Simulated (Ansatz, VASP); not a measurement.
**One calculation of Sc, two programs**

INCAR

```
SYSTEM = Sc
PREC = Accurate ; ENCUT = 500
EDIFF = 1E-6 ; ISMEAR = -1
SIGMA = 0.1 ; LREAL = .FALSE.
LASPH = .TRUE. ; NELM = 120
ALGO = Normal ; ISIF = 2
LWAVE = .FALSE. ; LCHARG = .TRUE.
LELF = .TRUE. ; LVHAR = .TRUE.
NBANDS = 18 ; GGA_COMPAT = .FALSE.
```

Contents of KPOINTS:

```
regular mesh
0
G
  2 2 1
  0 0 0
```

POSCAR

```
Sc
1.0
    3.2269060027      0.0000000000      0.0000000000
   -1.6134530014      2.7945825740      0.0000000000
    0.0000000000      0.0000000000      5.0094253455
Sc
2
Direct
    0.3333333333      0.6666666667      0.2500000000
    0.6666666667      0.3333333333      0.7500000000
```

Input for Ansatz:

```yaml
crystal:
  lattice:
    - [3.2269060027, 0.0, 0.0]
    - [-1.6134530014, 2.794582574, 0.0]
    - [0.0, 0.0, 5.0094253455]
  atoms:
    - { symbol: Sc, position: [0.3333333333, 0.6666666667, 0.25] }
    - { symbol: Sc, position: [0.6666666667, 0.3333333333, 0.75] }
hamiltonian:
  xc: lda
  pseudopotentials:
    kind: paw
    azcp:
      Sc: "pseudopotentials/Sc.paw.azcp"
basis:
  ecutwfc: 420
  fft_grid_basis: typed
kpoints:
  mp_grid: { grid: [2, 2, 1], shift: [0, 0, 0] }
magnetization:
  spin_polarized: false
scf:
  occupations: { method: fermi_dirac, width: 0.1 }
  lower_state_search: "off"
output:
  stress: true
```

Alike in both runs: task single point; functional LDA; k mesh 2 × 2 × 1; occupations fermi-dirac, width 0.1 eV; no spin polarisation.

|  | VASP | Ansatz |
| --- | --- | --- |
| version | VASP 6.6.1 | Ansatz 0.2.0 |
| potentials or method | VASP PAW LDA potentials, release 64 (Sc_sv), cutoff 500 eV | plane waves (420 eV) with PAW, scalar-relativistic |
| valence electrons in the cell | 22 | 22 |

VASP gave:

| Property | Result |
| --- | --- |
| pressure (GPa) | -11.4 |
| traceless stress, the component that is largest in VASP (GPa) | -2.84 |

**Question.** What did Ansatz give for the same quantities?

**Answer.** Pressure (GPa): -11.4; traceless stress, the component that is largest in VASP (GPa): -2.91.

Ansatz warns that its potentials were made for another functional, while VASP's fit it. LDA's correlation is that of Perdew and Zunger in VASP and of Perdew and Wang (1992) in Ansatz.

The k mesh is coarse, so the values compare programs but aren't converged.
